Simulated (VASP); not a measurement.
# NbSi (Fm-3m) in VASP: a series of runs

NbSi is run at these levels: PBEsol; tasks: single point.

Everything below comes from runs of VASP 6.6.1. Logs are shortened: lines on timing, memory, paths and dates and some standing lists are left out, and cuts for length are marked.

**1. The cell of the first run**

It takes space group Fm-3m (No. 225, cubic). The conventional cell has a = 4.927 Å, b = 4.927 Å, c = 4.927 Å, α = 90.00°, β = 90.00°, γ = 90.00°. Nb (site symmetry m-3m) has 6 Si at 2.46 Å within 3.3 Å. Within 3.3 Å of Si (site symmetry m-3m) lie 6 Nb at 2.46 Å.

**2. Single point, PBEsol**

Contents of INCAR:

```
SYSTEM = NbSi
PREC = Accurate ; ENCUT = 520
EDIFF = 1E-6 ; ISMEAR = -1
SIGMA = 0.05 ; LREAL = .False.
LASPH = .True. ; NELM = 100
ALGO = Normal ; ISIF = 2
LWAVE = .False. ; LCHARG = .False.
GGA = PS ; NBANDS = 16
```

Contents of KPOINTS:

```
Automatic mesh
0
Gamma
  9 9 9
  0 0 0
```

Contents of POSCAR:

```
NbSi
1.0
    0.0000000000      2.4635517707      2.4635517707
    2.4635517707      0.0000000000      2.4635517707
    2.4635517707      2.4635517707      0.0000000000
Nb Si
1 1
Direct
    0.0000000000      0.0000000000      0.0000000000
    0.5000000000      0.5000000000      0.5000000000
```

Potentials or basis: VASP PAW PBE potentials, release 64 (Nb_sv, Si).

The run is started by

```
$ cat potpaw_PBE.64/Nb_sv/POTCAR potpaw_PBE.64/Si/POTCAR > POTCAR
$ mpirun -np 1 vasp_std > vasp.out
```

OUTCAR:

```text
SYSTEM = NbSi
   PREC = Accurate
   ENCUT = 520
   EDIFF = 1E-6
   ISMEAR = -1
   LREAL = .False.
   LASPH = .True.
   NELM = 100
   ISIF = 2
   GGA = PS

 ion  position               nearest neighbor table
   1  0.000  0.000  0.000-   2 2.46   2 2.46   2 2.46   2 2.46   2 2.46   2 2.46
   2  0.500  0.500  0.500-   1 2.46   1 2.46   1 2.46   1 2.46   1 2.46   1 2.46

  LATTYP: Found a face centered cubic cell.
 ALAT       =     4.9271035414

  Lattice vectors:

 A1 = (   0.0000000000,   2.4635517707,   2.4635517707)
 A2 = (   2.4635517707,   0.0000000000,   2.4635517707)
 A3 = (   2.4635517707,   2.4635517707,   0.0000000000)

Analysis of symmetry for initial positions (statically):
=====================================================================
 Subroutine PRICEL returns:
 Original cell was already a primitive cell.

 Routine SETGRP: Setting up the symmetry group for a
 face centered cubic supercell.

 Subroutine GETGRP returns: Found 48 space group operations
 (whereof 48 operations were pure point group operations)
 out of a pool of 48 trial point group operations.

The static configuration has the point symmetry O_h .

Analysis of symmetry for dynamics (positions and initial velocities):
=====================================================================
 Subroutine PRICEL returns:
 Original cell was already a primitive cell.

 Routine SETGRP: Setting up the symmetry group for a
 face centered cubic supercell.

 Subroutine GETGRP returns: Found 48 space group operations
 (whereof 48 operations were pure point group operations)
 out of a pool of 48 trial point group operations.

The dynamic configuration has the point symmetry O_h .

 Subroutine INISYM returns: Found 48 space group operations
 (whereof 48 operations are pure point group operations),
 and found     1 'primitive' translations

----------------------------------------------------------------------------------------

                                     Primitive cell

  volume of cell :      29.9030

  direct lattice vectors                    reciprocal lattice vectors
     0.000000000  2.463551771  2.463551771    -0.202958998  0.202958998  0.202958998
     2.463551771  0.000000000  2.463551771     0.202958998 -0.202958998  0.202958998
     2.463551771  2.463551771  0.000000000     0.202958998  0.202958998 -0.202958998

  length of vectors
[... 74 lines left out ...]
   ISTART =      0    job   : 0-new  1-cont  2-samecut
   ICHARG =      2    charge: 1-file 2-atom 10-const
   ISPIN  =      1    spin polarized calculation?
   LNONCOLLINEAR =      F non collinear calculations
   LSORBIT =      F    spin-orbit coupling
   LASPH  =      T    aspherical Exc in radial PAW
   ENCUT  =  520.0 eV  38.22 Ry    6.18 a.u.   6.48  6.48  6.48*2*pi/ulx,y,z
   NELM   =    100;   NELMIN=  2; NELMDL= -5     # of ELM steps
   EDIFF  = 0.1E-05   stopping-criterion for ELM
   LREAL  =      F    real-space projection
   EDIFFG = 0.1E-04   stopping-criterion for IOM
   NSW    =      0    number of steps for IOM
   IBRION =     -1    ionic relax: 0-MD 1-quasi-New 2-CG
   NFREE  =      0    steps in history (QN), initial steepest desc. (CG)
   ISIF   =      2    stress and relaxation
   ISYM   =      2    0-nonsym 1-usesym 2-fastsym
   POTIM  = 0.5000    time-step for ionic-motion
   TEBEG  =    0.0;   TEEND  =   0.0 temperature during run
   PSTRESS=    0.0 pullay stress
   NELECT =      17.0000    total number of electrons
   NUPDOWN=      -1.0000    fix difference up-down
   EMIN   =  10.00;   EMAX   =-10.00  energy-range for DOS
   EFERMI =   0.00;   METHOD = LEGACY
   ISMEAR =    -1;   SIGMA  =   0.05  broadening in eV -4-tet -1-fermi 0-gaus
   EFERMI_NEDOS =   21; number of points for ismear=-14 and -15
   IALGO  =     38    algorithm
   IMIX   =      4    mixing-type and parameters
     AMIX     =   0.40;   BMIX     =  1.00
     AMIX_MAG =   1.60;   BMIX_MAG =  1.00
  volume/ion in A,a.u.               =      14.95       100.90
  Fermi-wavevector in a.u.,A,eV,Ry     =   1.356187  2.562821 25.024408  1.839242
  Thomas-Fermi vector in A             =   2.483211
   LORBIT       =      0    0 simple, 1 ext, 2 COOP (PROOUT), +10 PAW based schemes
   GGA     = PS    functional components
   LHFCALC =     F    Hartree Fock is set to
   AEXX    =    0.0000 exact exchange contribution
   IVDW    =     0    specifies the selected vdW correction
   LEPSILON=     F    determine dielectric tensor
   LRPA    =     F    only Hartree local field effects (RPA)
 non-spin polarized calculation
  energy-cutoff  :      520.00
  volume of cell :       29.90
 maximum number of plane-waves:       821
 NGX is ok and might be reduce to    28
   NGX = 13   NGY = 13   NGZ = 13

 number of electron      17.0000001 magnetization

 Free energy of the ion-electron system (eV)
  ---------------------------------------------------
  ext. energy  EPLUGINS =         0.00000000
  ---------------------------------------------------
  free energy    TOTEN  =       -17.05074805 eV

  energy without entropy =      -17.04044489  energy(sigma->0) =      -17.04559647

 E-fermi :  11.9357     XC(G=0): -12.3187

 val. band max:       11.9168899783   @ k =  -0.4444   0.3333   0.0000
 cond. band min:      11.9358252209   @ k =  -0.4444   0.4444   0.0000
 fundamental gap:      0.0189352426
 Fermi energy:        11.9357343192

 k-point     1 :       0.0000    0.0000    0.0000
  band No.  band energies     occupation
      1     -42.9508      2.00000
      2     -19.0183      2.00000
      3     -19.0183      2.00000
      4     -19.0183      2.00000
      5       0.6030      2.00000
      6      10.3541      2.00000
[... 433 lines left out ...]
      3     -19.1416      2.00000
      4     -19.1416      2.00000
      5       3.0116      2.00000
      6       8.1057      2.00000
[... 8 lines left out ...]
     15      24.6121      0.00000
     16      26.2621      0.00000

 [... further k-points ...]
[... 5 lines left out ...]
  --------------------------------------------------------------------------------------
  -------------------------------------------------------------------------------------
  Total        3.7216206      3.7216206      3.7216206      0.0000000      0.0000000      0.0000000
  in kB      199.4011247    199.4011247    199.4011247      0.0000000      0.0000000      0.0000000
  external PRESSURE =     199.4011247 kB  Pullay stress =       0.0000000 kB

 VOLUME and BASIS-vectors are now :
 -----------------------------------------------------------------------------
  energy-cutoff  :      520.00
  volume of cell :       29.90
      direct lattice vectors                 reciprocal lattice vectors
     0.000000000  2.463551771  2.463551771    -0.202958998  0.202958998  0.202958998
     2.463551771  0.000000000  2.463551771     0.202958998 -0.202958998  0.202958998
     2.463551771  2.463551771  0.000000000     0.202958998  0.202958998 -0.202958998

 POSITION                                       TOTAL-FORCE (eV/Angst)
 -----------------------------------------------------------------------------------
      0.00000      0.00000      0.00000         0.000000      0.000000      0.000000
      2.46355      2.46355      2.46355         0.000000      0.000000     -0.000000
 -----------------------------------------------------------------------------------
    total drift:                               -0.000000      0.000000      0.000000

  FREE ENERGIE OF THE ION-ELECTRON SYSTEM (eV)
  ---------------------------------------------------
  free  energy   TOTEN  =       -17.0507480511 eV

  energy  without entropy=      -17.0404448931  energy(sigma->0) =      -17.04559647
```

OSZICAR:

```text
N       E                     dE             d eps       ncg     rms          rms(c)
DAV:   1     0.126610106187E+03    0.12661E+03   -0.85280E+03  1120   0.102E+03
DAV:   2    -0.128371754304E+02   -0.13945E+03   -0.13152E+03  1376   0.342E+02
DAV:   3    -0.179196893444E+02   -0.50825E+01   -0.49329E+01  1712   0.559E+01
DAV:   4    -0.181213603740E+02   -0.20167E+00   -0.20138E+00  1456   0.106E+01
DAV:   5    -0.181262344115E+02   -0.48740E-02   -0.48735E-02  1776   0.160E+00    0.105E+01
DAV:   6    -0.170537996859E+02    0.10724E+01   -0.24485E+00  1840   0.148E+01    0.344E+00
DAV:   7    -0.170522981391E+02    0.15015E-02   -0.10315E-01  1416   0.248E+00    0.196E+00
DAV:   8    -0.170509335421E+02    0.13646E-02   -0.22032E-02  1976   0.989E-01    0.343E-01
DAV:   9    -0.170507372442E+02    0.19630E-03   -0.62268E-04  1464   0.220E-01    0.168E-01
DAV:  10    -0.170507514985E+02   -0.14254E-04   -0.24591E-04  1312   0.170E-01    0.138E-02
DAV:  11    -0.170507495069E+02    0.19916E-05   -0.12149E-05  1776   0.388E-02    0.118E-02
DAV:  12    -0.170507483229E+02    0.11839E-05   -0.50005E-07   920   0.849E-03    0.376E-03
DAV:  13    -0.170507480511E+02    0.27180E-06   -0.63663E-07   792   0.899E-03
   1 F= -.17050748E+02 E0= -.17045596E+02  d E =-.103032E-01
```

stdout:

```text
POSCAR found type information on POSCAR NbSi
 POSCAR found :  2 types and       2 ions
 scaLAPACK will be used
 -----------------------------------------------------------------------------
|                                                                             |
|                                                                             |
|     You enforced a specific xc type in the INCAR file but a different       |
|     I HOPE YOU KNOW WHAT YOU ARE DOING!                                     |
|                                                                             |
 -----------------------------------------------------------------------------

 LDA part: xc-table for (Slater+PW92), standard interpolation
 POSCAR, INCAR and KPOINTS ok, starting setup
 FFT: planning ... GRIDC
 FFT: planning ... GRID_SOFT
 FFT: planning ... GRID
 WAVECAR not read
 entering main loop
```

Wall time 32 s (1 thread of Intel Xeon 8259CL, shared host); peak memory 0.16 GiB.

What came out:

| Property | Result |
| --- | --- |
| Free energy | -17.0507 eV |
| Pressure | 19.9 GPa |

Caveat: the PAW data sets were made with another functional, which shifts forces and pressure a little.

**3. Single point, PBEsol**

This run uses another cell than the first one, of 16.09 Å³/atom, 1.076 times its volume.

Contents of INCAR:

```
PREC = Accurate ; ENCUT = 520
EDIFF = 1E-7 ; ISMEAR = -1
SIGMA = 0.05 ; LREAL = False
LASPH = True ; NELM = 100
ALGO = Normal ; ISIF = 2
LWAVE = False ; LCHARG = False
GGA = PS ; NBANDS = 16
```

Contents of KPOINTS:

```
regular mesh
0
Gamma
  9 9 9
```

Contents of POSCAR:

```
NbSi
1.0
    0.0000000000      2.5244357099      2.5244357099
    2.5244357099      0.0000000000      2.5244357099
    2.5244357099      2.5244357099      0.0000000000
Nb Si
1 1
Direct
    0.0000000000      0.0000000000      0.0000000000
    0.5000000000      0.5000000000      0.5000000000
```

Potentials or basis: VASP PAW PBE potentials, release 64 (Nb_sv, Si).

The run is started by

```
$ cat potpaw_PBE.64/Nb_sv/POTCAR potpaw_PBE.64/Si/POTCAR > POTCAR
$ mpirun -np 1 vasp_std > vasp.out
```

OUTCAR:

```text
PREC = Accurate
   ENCUT = 520
   EDIFF = 1E-7
   ISMEAR = -1
   LREAL = False
   LASPH = True
   NELM = 100
   ISIF = 2
   GGA = PS

 ion  position               nearest neighbor table
   1  0.000  0.000  0.000-   2 2.52   2 2.52   2 2.52   2 2.52   2 2.52   2 2.52
   2  0.500  0.500  0.500-   1 2.52   1 2.52   1 2.52   1 2.52   1 2.52   1 2.52

  LATTYP: Found a face centered cubic cell.
 ALAT       =     5.0488714198

  Lattice vectors:

 A1 = (   0.0000000000,   2.5244357099,   2.5244357099)
 A2 = (   2.5244357099,   0.0000000000,   2.5244357099)
 A3 = (   2.5244357099,   2.5244357099,   0.0000000000)

Analysis of symmetry for initial positions (statically):
=====================================================================
 Subroutine PRICEL returns:
 Original cell was already a primitive cell.

 Routine SETGRP: Setting up the symmetry group for a
 face centered cubic supercell.

 Subroutine GETGRP returns: Found 48 space group operations
 (whereof 48 operations were pure point group operations)
 out of a pool of 48 trial point group operations.

The static configuration has the point symmetry O_h .

Analysis of symmetry for dynamics (positions and initial velocities):
=====================================================================
 Subroutine PRICEL returns:
 Original cell was already a primitive cell.

 Routine SETGRP: Setting up the symmetry group for a
 face centered cubic supercell.

 Subroutine GETGRP returns: Found 48 space group operations
 (whereof 48 operations were pure point group operations)
 out of a pool of 48 trial point group operations.

The dynamic configuration has the point symmetry O_h .

 Subroutine INISYM returns: Found 48 space group operations
 (whereof 48 operations are pure point group operations),
 and found     1 'primitive' translations

----------------------------------------------------------------------------------------

                                     Primitive cell
[... 104 lines left out ...]
   EMIN   =  10.00;   EMAX   =-10.00  energy-range for DOS
   EFERMI =   0.00;   METHOD = LEGACY
   ISMEAR =    -1;   SIGMA  =   0.05  broadening in eV -4-tet -1-fermi 0-gaus
   EFERMI_NEDOS =   21; number of points for ismear=-14 and -15
   IALGO  =     38    algorithm
   IMIX   =      4    mixing-type and parameters
     AMIX     =   0.40;   BMIX     =  1.00
     AMIX_MAG =   1.60;   BMIX_MAG =  1.00
  volume/ion in A,a.u.               =      16.09       108.56
  Fermi-wavevector in a.u.,A,eV,Ry     =   1.323478  2.501011 23.831894  1.751595
  Thomas-Fermi vector in A             =   2.453083
   LORBIT       =      0    0 simple, 1 ext, 2 COOP (PROOUT), +10 PAW based schemes
   GGA     = PS    functional components
   LHFCALC =     F    Hartree Fock is set to
   AEXX    =    0.0000 exact exchange contribution
   IVDW    =     0    specifies the selected vdW correction
   LEPSILON=     F    determine dielectric tensor
   LRPA    =     F    only Hartree local field effects (RPA)
 non-spin polarized calculation
  energy-cutoff  :      520.00
  volume of cell :       32.18
 maximum number of plane-waves:       893
   NGX = 13   NGY = 13   NGZ = 13

 number of electron      16.9999999 magnetization

 Free energy of the ion-electron system (eV)
  ---------------------------------------------------
  ext. energy  EPLUGINS =         0.00000000
  ---------------------------------------------------
  free energy    TOTEN  =       -17.22215086 eV

  energy without entropy =      -17.21090593  energy(sigma->0) =      -17.21652840

 E-fermi :  10.8970     XC(G=0): -11.9691

 val. band max:       10.8913950889   @ k =   0.4444   0.4444   0.0000
 cond. band min:      11.0006400768   @ k =   0.3333   0.3333   0.0000
 fundamental gap:      0.1092449879
 Fermi energy:        10.8969913075

 k-point     1 :       0.0000    0.0000    0.0000
  band No.  band energies     occupation
      1     -44.1338      2.00000
      2     -20.1891      2.00000
      3     -20.1891      2.00000
      4     -20.1891      2.00000
      5      -0.0395      2.00000
      6       9.5218      2.00000
[... 433 lines left out ...]
      3     -20.2816      2.00000
      4     -20.2816      2.00000
      5       2.2906      2.00000
      6       7.2030      2.00000
[... 8 lines left out ...]
     15      22.7860      0.00000
     16      24.8420      0.00000

 [... further k-points ...]
[... 5 lines left out ...]
  --------------------------------------------------------------------------------------
  -------------------------------------------------------------------------------------
  Total        0.9893933      0.9893933      0.9893933      0.0000000     -0.0000000      0.0000000
  in kB       49.2670543     49.2670543     49.2670543      0.0000000     -0.0000000      0.0000000
  external PRESSURE =      49.2670543 kB  Pullay stress =       0.0000000 kB

 VOLUME and BASIS-vectors are now :
 -----------------------------------------------------------------------------
  energy-cutoff  :      520.00
  volume of cell :       32.18
      direct lattice vectors                 reciprocal lattice vectors
     0.000000000  2.524435710  2.524435710    -0.198064066  0.198064066  0.198064066
     2.524435710  0.000000000  2.524435710     0.198064066 -0.198064066  0.198064066
     2.524435710  2.524435710  0.000000000     0.198064066  0.198064066 -0.198064066

 POSITION                                       TOTAL-FORCE (eV/Angst)
 -----------------------------------------------------------------------------------
      0.00000      0.00000      0.00000         0.000000     -0.000000     -0.000000
      2.52444      2.52444      2.52444        -0.000000      0.000000      0.000000
 -----------------------------------------------------------------------------------
    total drift:                               -0.000000      0.000000      0.000000

  FREE ENERGIE OF THE ION-ELECTRON SYSTEM (eV)
  ---------------------------------------------------
  free  energy   TOTEN  =       -17.2221508618 eV

  energy  without entropy=      -17.2109059329  energy(sigma->0) =      -17.21652840
```

OSZICAR:

```text
N       E                     dE             d eps       ncg     rms          rms(c)
DAV:   1     0.124117783897E+03    0.12412E+03   -0.84042E+03  1128   0.101E+03
DAV:   2    -0.131057707111E+02   -0.13722E+03   -0.13011E+03  1376   0.340E+02
DAV:   3    -0.182567935062E+02   -0.51510E+01   -0.50575E+01  1776   0.562E+01
DAV:   4    -0.184157770125E+02   -0.15898E+00   -0.15890E+00  1416   0.983E+00
DAV:   5    -0.184216074603E+02   -0.58304E-02   -0.58300E-02  1800   0.173E+00    0.944E+00
DAV:   6    -0.172249247935E+02    0.11967E+01   -0.28412E+00  1824   0.155E+01    0.295E+00
DAV:   7    -0.172249438804E+02   -0.19087E-04   -0.11512E-01  1384   0.272E+00    0.173E+00
DAV:   8    -0.172221640903E+02    0.27798E-02   -0.19200E-02  1960   0.938E-01    0.300E-01
DAV:   9    -0.172221390434E+02    0.25047E-04   -0.90752E-04  1488   0.250E-01    0.124E-01
DAV:  10    -0.172221540241E+02   -0.14981E-04   -0.18910E-04  1432   0.151E-01    0.946E-03
DAV:  11    -0.172221517168E+02    0.23073E-05   -0.10480E-05  1696   0.369E-02    0.749E-03
DAV:  12    -0.172221509969E+02    0.71993E-06   -0.43017E-07  1528   0.712E-03    0.332E-03
DAV:  13    -0.172221508555E+02    0.14143E-06   -0.14942E-07  1008   0.534E-03    0.173E-03
DAV:  14    -0.172221508618E+02   -0.63349E-08   -0.64155E-08   824   0.178E-03
   1 F= -.17222151E+02 E0= -.17216528E+02  d E =-.112449E-01
```

stdout:

```text
POSCAR found type information on POSCAR NbSi
 POSCAR found :  2 types and       2 ions
 scaLAPACK will be used
 -----------------------------------------------------------------------------
|                                                                             |
|                                                                             |
|     You enforced a specific xc type in the INCAR file but a different       |
|     I HOPE YOU KNOW WHAT YOU ARE DOING!                                     |
|                                                                             |
 -----------------------------------------------------------------------------

 LDA part: xc-table for (Slater+PW92), standard interpolation
 POSCAR, INCAR and KPOINTS ok, starting setup
 FFT: planning ... GRIDC
 FFT: planning ... GRID_SOFT
 FFT: planning ... GRID
 WAVECAR not read
 entering main loop
```

Run time: 48 s. Hardware: 1 thread of Intel Xeon 8259CL, shared host; peak memory 0.16 GiB.

Results:

| Item | Value |
| --- | --- |
| Free energy | -17.2222 eV |
| Pressure | 4.9 GPa |

Caveat: the PAW data sets were made with another functional, which shifts forces and pressure a little.
